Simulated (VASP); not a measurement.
# MnO (Manganosite): single point with PBE+U

MnO (Manganosite):

```
CELL_PARAMETERS angstrom
-2.26645 -2.26645 4.53290
-4.53290 -2.26645 2.26645
-2.26645 -4.53290 2.26645
ATOMIC_POSITIONS crystal
Mn 0.00000 0.00000 0.00000
Mn 0.50000 0.50000 0.50000
O 0.25000 0.25000 0.25000
O 0.75000 0.75000 0.75000
```

```yaml
Program: VASP 6.6.1
Task: single point
Functional: PBE
Potentials_or_basis: VASP PAW PBE potentials, release 64 (Mn_sv, O)
Cutoff: 600 eV
k_mesh: 5 × 5 × 5
Occupations: gaussian, width 0.05 eV
Spin: collinear spin, ferromagnetic start
Starting_moments: "[5.0, 5.0, 0.0, 0.0] μB"
Hubbard_terms: Mn d U = 3.9 eV
```

The pressure is -3.9 GPa and the band gap on the k mesh is 0.06 eV. The net moment is 10.00 μB per cell and the site moments are Mn +4.50; O +0.15 μB. The valence electrons inside the program's atomic spheres are Mn 12.85; O 4.98.

Levels at points of the mesh, in eV from the valence-band top:
Spin up:
| k point | band 23 | band 24 | band 25 | band 26 | band 27 | band 28 | band 29 | band 30 |
| --- | --- | --- | --- | --- | --- | --- | --- | --- |
| (0.00, 0.00, 0.00) | -2.52 | -2.40 | 0.00 | 0.00 | 0.06 | 4.13 | 8.08 | 12.21 |
Spin down:
```
           k point  band 12  band 13  band 14  band 15  band 16  band 17  band 18  band 19  band 20  band 21
(0.00, 0.00, 0.00)    -3.37    -3.37    -2.22    -2.22    -2.22     1.38     3.25     3.25     3.25     3.87
```

Eigenvalues of the final occupation matrices:
```
    site  spin  trace               eigenvalues
site 1 d     1   4.62  0.91 0.91 0.91 0.94 0.94
site 1 d     2   0.14  0.01 0.01 0.01 0.05 0.05
site 2 d     1   4.62  0.91 0.91 0.91 0.94 0.94
site 2 d     2   0.14  0.01 0.01 0.01 0.05 0.05
```

It took 2.3 min on 1 thread of Intel(R) Xeon(R) 6975P-C (Granite Rapids), on a shared host, peak memory 0.41 GiB.

Caveat: the k points lie up to 0.46 Å⁻¹ apart; only a ferromagnetic start was run, and an antiferromagnetic order may lie lower in energy. The state reached can hang on the start; a lower one may exist.
